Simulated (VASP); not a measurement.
Write the native input for VASP 6.6.1 that does the following.

```
Task                   : single point
Functional             : PBE
Potentials or basis    : VASP PAW PBE potentials, release 64 (Cd, S)
Cutoff                 : 520 eV
k mesh                 : 12 × 12 × 12
Occupations            : gaussian, width 0.03 eV
Spin                   : no spin polarisation
Dipole correction      : no
Further INCAR settings : ALGO = Normal; EDIFF = 1e-06; NBANDS = 16
```

The structure of CdS lies in POSCAR:

```
CdS
1.0
    0.0000000000      2.7909643585      2.6793257842
    2.7909643585      0.0000000000      2.6793257842
    2.7909643585      2.7909643585      0.0000000000
Cd S
1 1
Direct
    0.0000000000      0.0000000000      0.0000000000
    0.5000000000      0.5000000000      0.5000000000
```

This cell differs from its parent crystal: ratio of the length along z to the lengths across it x 0.96, volume and fractional coordinates fixed.

One way to write it, as run:

INCAR

```
PREC     = Accurate       # precision mode
ENCUT    = 520            # plane-wave cutoff, eV
EDIFF    = 1E-6           # SCF threshold, eV
ISMEAR   = 0              # smearing method
SIGMA    = 0.03           # smearing width, eV
LREAL    = F              # projectors in reciprocal space
LASPH    = T              # aspherical terms in the spheres
NELM     = 100            # most SCF steps
ALGO     = Normal         # electronic algorithm
ISIF     = 2              # what is computed and relaxed
LWAVE    = F              # write WAVECAR
LCHARG   = T              # write CHGCAR
GGA      = PE             # functional
LELF     = T              # ELF
LVHAR    = T            
NBANDS   = 16             # bands
```

KPOINTS

```
Automatic mesh
0
Gamma
  12 12 12
```

Potentials or basis: VASP PAW PBE potentials, release 64 (Cd, S).

Run with:

```console
$ cat potpaw_PBE.64/Cd/POTCAR potpaw_PBE.64/S/POTCAR > POTCAR
$ mpirun -np 1 vasp_std > vasp.out
```

It gave:

```json
{"Pressure": "0.2 GPa", "Band gap on the k mesh": "0.06 eV, indirect (least direct gap 1.47 eV)"}
```

It took 45 s on 1 thread of Intel(R) Xeon(R) 6975P-C (Granite Rapids) (shared host), peak memory 0.24 GiB.
